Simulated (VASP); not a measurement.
# Ir (P6_3/mmc) in VASP: notebook

Runs on Ir. Level: PBE. Tasks: single point.

Program: VASP 6.6.1. These are calculated values, not measurements. Logs are shortened: lines on timing, memory, paths and dates and some standing lists are left out, and cuts for length are marked.

## Step 1: The cell of the first run

The structure is hexagonal, space group P6_3/mmc (No. 194). Conventional cell: a = 2.748 Å, b = 2.748 Å, c = 4.453 Å, α = 90.00°, β = 90.00°, γ = 120.00°. Ir (site symmetry -6m2) has 12 Ir at 2.73 to 2.75 Å within 3.6 Å.

This isn't the form of Ir at room conditions, which is fcc.

## Step 2: Single point, PBE

INCAR

```
ALGO = Fast
EDIFF = 1E-6
ENCUT = 520
GGA = PE
ISIF = 2
ISMEAR = 0
LASPH = True
LCHARG = True
LELF = True
LREAL = False
LVHAR = True
LWAVE = False
NBANDS = 16
NELM = 80
PREC = Accurate
SIGMA = 0.15
```

KPOINTS

```
k-points
0
Gamma
  12 12 8
```

POSCAR

```
Ir
1.0
    2.7480406094      0.0000000000      0.0000000000
   -1.3740203047      2.3798729784      0.0000000000
    0.0000000000      0.0000000000      4.4532043966
Ir
2
Direct
    0.6666666667      0.3333333333      0.7500000000
    0.3333333333      0.6666666667      0.2500000000
```

Potentials or basis: VASP PAW PBE potentials, release 64 (Ir).

Launch:

```console
> cat potpaw_PBE.64/Ir/POTCAR > POTCAR
> mpirun -np 1 vasp_std > vasp.out
```

OUTCAR:

```text
EDIFF = 1E-6
   ENCUT = 520
   GGA = PE
   ISIF = 2
   ISMEAR = 0
   LASPH = True
   LREAL = False
   NELM = 80
   PREC = Accurate

 ion  position               nearest neighbor table
   1  0.667  0.333  0.750-   2 2.73   2 2.73   2 2.73   2 2.73   2 2.73   2 2.73
   2  0.333  0.667  0.250-   1 2.73   1 2.73   1 2.73   1 2.73   1 2.73   1 2.73

  LATTYP: Found a hexagonal cell.
 ALAT       =     2.7480406094
 C/A-ratio  =     1.6205016699

  Lattice vectors:

 A1 = (   2.7480406094,   0.0000000000,   0.0000000000)
 A2 = (  -1.3740203047,   2.3798729784,   0.0000000000)
 A3 = (   0.0000000000,   0.0000000000,   4.4532043966)

Analysis of symmetry for initial positions (statically):
=====================================================================
 Subroutine PRICEL returns:
 Original cell was already a primitive cell.

 Routine SETGRP: Setting up the symmetry group for a
 hexagonal supercell.

 Subroutine GETGRP returns: Found 24 space group operations
 (whereof 12 operations were pure point group operations)
 out of a pool of 24 trial point group operations.

The static configuration has the point symmetry D_3d.
 The point group associated with its full space group is D_6h.

Analysis of symmetry for dynamics (positions and initial velocities):
=====================================================================
 Subroutine PRICEL returns:
 Original cell was already a primitive cell.

 Routine SETGRP: Setting up the symmetry group for a
 hexagonal supercell.

 Subroutine GETGRP returns: Found 24 space group operations
 (whereof 12 operations were pure point group operations)
 out of a pool of 24 trial point group operations.

The dynamic configuration has the point symmetry D_3d.
 The point group associated with its full space group is D_6h.

 Subroutine INISYM returns: Found 24 space group operations
 (whereof 12 operations are pure point group operations),
 and found     1 'primitive' translations

----------------------------------------------------------------------------------------

                                     Primitive cell

  volume of cell :      29.1239

  direct lattice vectors                    reciprocal lattice vectors
     2.748040609  0.000000000  0.000000000     0.363895641  0.210095246  0.000000000
    -1.374020305  2.379872978  0.000000000     0.000000000  0.420190493  0.000000000
     0.000000000  0.000000000  4.453204397     0.000000000  0.000000000  0.224557400

  length of vectors
     2.748040609  2.748040609  4.453204397     0.420190493  0.420190493  0.224557400

  position of ions in fractional coordinates (direct lattice)
     0.666666667  0.333333333  0.750000000
     0.333333333  0.666666667  0.250000000

  ion indices of the primitive-cell ions
   primitive index   ion index
                 1           1
                 2           2

----------------------------------------------------------------------------------------

 KPOINTS: k-points

Automatic generation of k-mesh.
 Grid dimensions read from file:
 generate k-points for:   12   12    8

 Generating k-lattice:

  Cartesian coordinates                     Fractional coordinates (reciprocal lattice)
     0.030324637  0.017507937  0.000000000     0.083333333  0.000000000  0.000000000
     0.000000000  0.035015874  0.000000000     0.000000000  0.083333333  0.000000000
     0.000000000  0.000000000  0.028069675     0.000000000  0.000000000  0.125000000

  Length of vectors
     0.035015874  0.035015874  0.028069675

  Shift w.r.t. Gamma in fractional coordinates (k-lattice)
     0.000000000  0.000000000  0.000000000

 Subroutine IBZKPT returns following result:
 ===========================================

 Found     95 irreducible k-points:

 Following reciprocal coordinates:
            Coordinates               Weight
  0.000000  0.000000  0.000000      1.000000
  0.083333 -0.000000  0.000000      6.000000
  0.166667 -0.000000  0.000000      6.000000
  0.250000 -0.000000  0.000000      6.000000
  0.333333 -0.000000  0.000000      6.000000
  0.416667 -0.000000  0.000000      6.000000
[... 16 lines left out ...]
  0.250000 -0.000000  0.125000     12.000000
  0.333333 -0.000000  0.125000     12.000000
 [... further k-points ...]
   k-points           NKPTS =     95   k-points in BZ     NKDIM =     95   number of bands    NBANDS=     16
   number of dos      NEDOS =    301   number of ions     NIONS =      2
   total plane-waves  NPLWV =  14400
   dimension x,y,z NGX =    20 NGY =   20 NGZ =   36
   dimension x,y,z NGXF=    40 NGYF=   40 NGZF=   72
   ions per type =               2
   NGX,Y,Z   is equivalent  to a cutoff of  12.10, 12.10, 13.44 a.u.
   NGXF,Y,Z  is equivalent  to a cutoff of  24.20, 24.20, 26.88 a.u.
 SYSTEM =  unknown system
   PREC   = accura    normal or accurate (medium, high low for compatibility)
   ISTART =      0    job   : 0-new  1-cont  2-samecut
   ICHARG =      2    charge: 1-file 2-atom 10-const
   ISPIN  =      1    spin polarized calculation?
   LNONCOLLINEAR =      F non collinear calculations
   LSORBIT =      F    spin-orbit coupling
   LASPH  =      T    aspherical Exc in radial PAW
   ENCUT  =  520.0 eV  38.22 Ry    6.18 a.u.   5.11  5.11  8.28*2*pi/ulx,y,z
   NELM   =     80;   NELMIN=  2; NELMDL= -5     # of ELM steps
   EDIFF  = 0.1E-05   stopping-criterion for ELM
   LREAL  =      F    real-space projection
[... 7 lines left out ...]
   TEBEG  =    0.0;   TEEND  =   0.0 temperature during run
   PSTRESS=    0.0 pullay stress
   NELECT =      18.0000    total number of electrons
   NUPDOWN=      -1.0000    fix difference up-down
   EMIN   =  10.00;   EMAX   =-10.00  energy-range for DOS
   EFERMI =   0.00;   METHOD = LEGACY
   ISMEAR =     0;   SIGMA  =   0.15  broadening in eV -4-tet -1-fermi 0-gaus
   EFERMI_NEDOS =   21; number of points for ismear=-14 and -15
   IALGO  =     68    algorithm
   IMIX   =      4    mixing-type and parameters
     AMIX     =   0.40;   BMIX     =  1.00
     AMIX_MAG =   1.60;   BMIX_MAG =  1.00
  volume/ion in A,a.u.               =      14.56        98.27
  Fermi-wavevector in a.u.,A,eV,Ry     =   1.394491  2.635206 26.457971  1.944606
  Thomas-Fermi vector in A             =   2.518035
   LORBIT       =      0    0 simple, 1 ext, 2 COOP (PROOUT), +10 PAW based schemes
   GGA     = PE    functional components
   LHFCALC =     F    Hartree Fock is set to
   AEXX    =    0.0000 exact exchange contribution
   IVDW    =     0    specifies the selected vdW correction
   LEPSILON=     F    determine dielectric tensor
   LRPA    =     F    only Hartree local field effects (RPA)
 non-spin polarized calculation
 RMM-DIIS sequential band-by-band and
 Gauss-broadening in eV      SIGMA  =   0.15
  energy-cutoff  :      520.00
  volume of cell :       29.12
 maximum number of plane-waves:       798
   NGX = 11   NGY = 11   NGZ = 17

 number of electron      18.0000000 magnetization

 Free energy of the ion-electron system (eV)
  ---------------------------------------------------
  ext. energy  EPLUGINS =         0.00000000
  ---------------------------------------------------
  free energy    TOTEN  =       -17.57628094 eV

  energy without entropy =      -17.55002781  energy(sigma->0) =      -17.56315437

 E-fermi :  10.0326     XC(G=0): -13.8158

 val. band max:       10.0313412489   @ k =   0.2500  -0.0000   0.3750
 cond. band min:      10.0328233118   @ k =   0.2500   0.1667   0.0000
 fundamental gap:      0.0014820629
 Fermi energy:        10.0325617935

 k-point     1 :       0.0000    0.0000    0.0000
  band No.  band energies     occupation
      1      -0.8993      2.00000
      2       2.1392      2.00000
      3       6.2509      2.00000
      4       6.3412      2.00000
      5       6.3412      2.00000
      6       6.9720      2.00000
[... 8 lines left out ...]
     15      26.4622      0.00000
     16      27.4604      0.00000

 k-point     2 :       0.0833   -0.0000    0.0000
  band No.  band energies     occupation
      1      -0.6364      2.00000
      2       2.3713      2.00000
      3       5.8683      2.00000
      4       6.5606      2.00000
      5       6.6629      2.00000
      6       6.8463      2.00000
[... 8 lines left out ...]
     15      26.8006      0.00000
     16      27.8348      0.00000

 k-point     3 :       0.1667   -0.0000    0.0000
  band No.  band energies     occupation
      1       0.1043      2.00000
      2       2.9498      2.00000
      3       5.3997      2.00000
      4       6.2244      2.00000
      5       6.4510      2.00000
      6       7.1967      2.00000
[... 8 lines left out ...]
     15      27.2857      0.00000
     16      27.6277      0.00000

 k-point     4 :       0.2500   -0.0000    0.0000
  band No.  band energies     occupation
      1       1.1523      2.00000
      2       3.3648      2.00000
      3       5.0404      2.00000
      4       5.2865      2.00000
      5       6.2122      2.00000
      6       6.7636      2.00000
[... 8 lines left out ...]
     15      25.7874      0.00000
     16      25.9977      0.00000
[... 324 lines left out ...]
 k-point    22 :       0.1667   -0.0000    0.1250
  band No.  band energies     occupation
      1       0.2579      2.00000
      2       2.9831      2.00000
      3       5.4325      2.00000
      4       5.8762      2.00000
      5       6.3672      2.00000
      6       6.8970      2.00000
[... 8 lines left out ...]
     15      26.8014      0.00000
     16      27.5911      0.00000

 k-point    23 :       0.2500   -0.0000    0.1250
  band No.  band energies     occupation
      1       1.2633      2.00000
      2       3.4250      2.00000
      3       4.9067      2.00000
      4       5.3277      2.00000
      5       6.0382      2.00000
      6       6.8063      2.00000
[... 8 lines left out ...]
     15      26.0117      0.00000
     16      26.0331      0.00000

 k-point    24 :       0.3333   -0.0000    0.1250
  band No.  band energies     occupation
      1       2.1364      2.00000
      2       3.2522      2.00000
      3       4.2307      2.00000
      4       5.3607      2.00000
      5       6.4678      2.00000
      6       6.4939      2.00000
[... 8 lines left out ...]
     15      24.0298      0.00000
     16      24.7237      0.00000

 [... further k-points ...]

------------------------ aborting loop because EDIFF is reached ----------------------------------------

  FORCE on cell =-STRESS in cart. coord.  units (eV):
  Direction    XX          YY          ZZ          XY          YZ          ZX
  --------------------------------------------------------------------------------------
  -------------------------------------------------------------------------------------
  Total        0.0335277      0.0335277      0.2249021      0.0000000      0.0000000      0.0000000
  in kB        1.8444429      1.8444429     12.3724154      0.0000000      0.0000000      0.0000000
  external PRESSURE =       5.3537670 kB  Pullay stress =       0.0000000 kB

 VOLUME and BASIS-vectors are now :
 -----------------------------------------------------------------------------
  energy-cutoff  :      520.00
  volume of cell :       29.12
      direct lattice vectors                 reciprocal lattice vectors
     2.748040609  0.000000000  0.000000000     0.363895641  0.210095246  0.000000000
    -1.374020305  2.379872978  0.000000000     0.000000000  0.420190493  0.000000000
     0.000000000  0.000000000  4.453204397     0.000000000  0.000000000  0.224557400

 POSITION                                       TOTAL-FORCE (eV/Angst)
 -----------------------------------------------------------------------------------
      1.37402      0.79329      3.33990         0.000000     -0.000000      0.000000
     -0.00000      1.58658      1.11330        -0.000000      0.000000      0.000000
 -----------------------------------------------------------------------------------
    total drift:                                0.000000     -0.000000     -0.000000

  FREE ENERGIE OF THE ION-ELECTRON SYSTEM (eV)
  ---------------------------------------------------
  free  energy   TOTEN  =       -17.5762809360 eV

  energy  without entropy=      -17.5500278071  energy(sigma->0) =      -17.56315437
```

Run time: 44 s. Hardware: 1 thread of AMD EPYC 7R13 (Zen 3), shared host; peak memory 0.13 GiB.

Results:

| Quantity | Value |
| --- | --- |
| Free energy | -17.5763 eV |
| Pressure | 0.5 GPa |
| Band gap on the k mesh | zero (bands 9 and 10 overlap by 3.19 eV) |

Stress tensor (GPa, compression positive):
```
0.18 0.00 0.00
0.00 0.18 0.00
0.00 0.00 1.24
```

Levels at points of the mesh, in eV from the Fermi level:
| k point | band 6 | band 7 | band 8 | band 9 | band 10 | band 11 | band 12 | band 13 |
| --- | --- | --- | --- | --- | --- | --- | --- | --- |
| (0.00, 0.00, 0.00) | -3.06 | -3.06 | -2.30 | -2.30 | -0.74 | 0.26 | 0.26 | 6.83 |
| (0.50, 0.00, 0.00) | -3.34 | -2.87 | 0.67 | 0.92 | 1.06 | 2.85 | 4.27 | 8.09 |
| (0.00, 0.00, 0.50) | -3.81 | -3.81 | -3.81 | -0.46 | -0.46 | -0.46 | -0.46 | 13.58 |
| (0.50, 0.00, 0.50) | -2.05 | -0.92 | -0.92 | 0.90 | 0.90 | 1.97 | 1.97 | 7.42 |

Caveat: spin-orbit coupling is left out, which moves the levels of the heavy elements.

## Step 3: Single point, PBE

This run uses another cell than the first one: it holds 4 atoms, not 2.

INCAR

```
PREC     = Accurate       # precision mode
ENCUT    = 520            # plane-wave cutoff, eV
EDIFF    = 1E-6           # SCF threshold, eV
ISMEAR   = 0              # smearing method
SIGMA    = 0.15           # smearing width, eV
LREAL    = F              # projectors in reciprocal space
LASPH    = T              # aspherical terms in the spheres
NELM     = 80             # most SCF steps
ALGO     = Fast           # electronic algorithm
ISIF     = 2              # what is computed and relaxed
LWAVE    = F              # write WAVECAR
LCHARG   = T              # write CHGCAR
GGA      = PE             # functional
LELF     = T              # ELF
LVHAR    = T            
NBANDS   = 26             # bands
```

KPOINTS

```
regular mesh
0
Gamma
  12 12 12
```

POSCAR

```
Ir
1.0
   -2.7480406094      0.0000000000      0.0000000000
    0.0000000000      4.7597459568      0.0000000000
    1.3740203047     -2.3798729784     -4.4532043966
Ir
4
Direct
    0.1250000000      0.7916666667      0.2500000000
    0.6250000000      0.2916666667      0.2500000000
    0.8750000000      0.2083333333      0.7500000000
    0.3750000000      0.7083333333      0.7500000000
```

Potentials or basis: VASP PAW PBE potentials, release 64 (Ir).

Launch:

```console
> cat potpaw_PBE.64/Ir/POTCAR > POTCAR
> mpirun -np 1 vasp_std > vasp.out
```

Run time: 8.5 min. Hardware: 1 thread of AMD EPYC 7R13 (Zen 3), shared host; peak memory 0.38 GiB.

It converged, with:

| Quantity | Value |
| --- | --- |
| Free energy | -35.1344 eV |
| Pressure | 0.5 GPa |
| Largest force | 0.004 eV/Å |
| Band gap on the k mesh | zero (bands 18 and 19 overlap by 2.19 eV) |

Forces in eV/Å, atoms in the order of the input:
```
Ir   0.000 -0.004  0.000
Ir   0.000 -0.004  0.000
Ir   0.000  0.004  0.000
Ir   0.000  0.004  0.000
```

Stress tensor (GPa, compression positive):
```
0.16 0.00 0.00
0.00 0.28 0.00
0.00 0.00 0.92
```

Levels at points of the mesh, in eV from the Fermi level:
```csv
k point,band 16,band 17,band 18,band 19,band 20,band 21
"(0.00, 0.00, 0.00)",-0.93,-0.93,-0.75,0.25,0.25,0.90
"(0.50, 0.00, 0.00)",-1.05,-0.44,-0.44,0.99,0.99,2.75
"(0.00, 0.50, 0.00)",-1.84,-1.38,-1.38,-1.29,-1.29,0.39
"(0.50, 0.50, 0.00)",0.66,0.90,0.90,0.92,1.06,1.97
"(0.00, 0.00, 0.50)",-0.47,-0.47,-0.47,-0.47,0.66,0.92
```

Caveat: spin-orbit coupling is left out, which moves the levels of the heavy elements.
